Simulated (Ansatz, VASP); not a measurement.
**One calculation of Li4NbO4, two programs**

```
Li Nb O
1.0
    -3.81195    3.81195    1.63010
     3.81195   -3.81195    1.63010
     3.81195    3.81195   -1.63010
Li Nb O
4 1 4
Cartesian
  0.5920 2.9526 0.0000
  -1.2644 2.6125 1.6301
  5.0763 1.1995 0.0000
  2.6125 1.2644 1.6301
  0.0000 0.0000 0.0000
  0.6077 5.7860 0.0000
  1.9740 3.2042 1.6301
  1.8379 0.6077 0.0000
  3.2042 -1.9740 1.6301
```

Alike in both runs: task single point; functional PBEsol; k mesh 10 × 10 × 10; occupations gaussian, width 0.05 eV; no spin polarisation.

```csv
,VASP,Ansatz
version,VASP 6.6.1,Ansatz 0.2.0
potentials or method,"VASP PAW PBE potentials, release 64 (Li_sv, Nb_sv, O), cutoff 520 eV","scalar-relativistic, plane waves, PAW"
valence electrons in the cell,49,49
```

Ansatz gave:

```
rms of the force components (eV/Å) : 0.719
```

Q: Which values does VASP return?

A: rms of the force components (eV/Å): 0.737.

VASP's potentials were made for PBE, not for PBEsol, and Ansatz warns of the same on its side. Atom by atom the forces differ by 0.032 eV/Å (rms over components).

Noted on VASP's run: the cutoff is under 1.25 times that of the potentials, so the pressure is a little rough.
